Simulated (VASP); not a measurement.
Here is a VASP 6.6.1 calculation.

INCAR

```
  PREC = Accurate
  ENCUT = 520
  EDIFF = 1E-6
  ISMEAR = -1
  SIGMA = 0.05
  LREAL = F
  LASPH = T
  NELM = 80
  ALGO = Normal
  ISIF = 2
  LWAVE = F
  LCHARG = F
  GGA = PS
  NBANDS = 28
```

Contents of KPOINTS:

```
regular mesh
0
Gamma
  7 7 6
```

File POSCAR:

```
SnO
1.0
    3.7751289791      0.0000000000      0.0000000000
    0.0000000000      3.7751289791      0.0000000000
    0.0000000000      0.0000000000      4.5833285219
Sn O
2 2
Direct
    0.5000000000      0.0000000000      0.7479461064
    0.0000000000      0.5000000000      0.2520538936
    0.0000000000      0.0000000000      0.0000000000
    0.5000000000      0.5000000000      0.0000000000
```

Potentials or basis: VASP PAW PBE potentials, release 64 (Sn_d, O).

The run is started by

```sh
$ cat potpaw_PBE.64/Sn_d/POTCAR potpaw_PBE.64/O/POTCAR > POTCAR
$ mpirun -np 1 vasp_std > vasp.out
```

Task: What does it give for the band gap on the k mesh?

Result: Zero (bands 20 and 21 overlap by 0.16 eV).

Task: Estimate the largest force.

Result: 0.087 eV/Å.

Task: Predict the pressure.

Result: 2.3 GPa.

Forces on the atoms (eV/Å):
```
Sn   0.000  0.000 -0.087
Sn   0.000  0.000  0.087
O    0.000  0.000  0.000
O    0.000  0.000  0.000
```

Caveat: semilocal functionals underestimate gaps, so a narrow gap can read as zero; the PAW data sets were made with another functional, which shifts forces and pressure a little; spin-orbit coupling is left out, which moves the levels of the heavy elements.
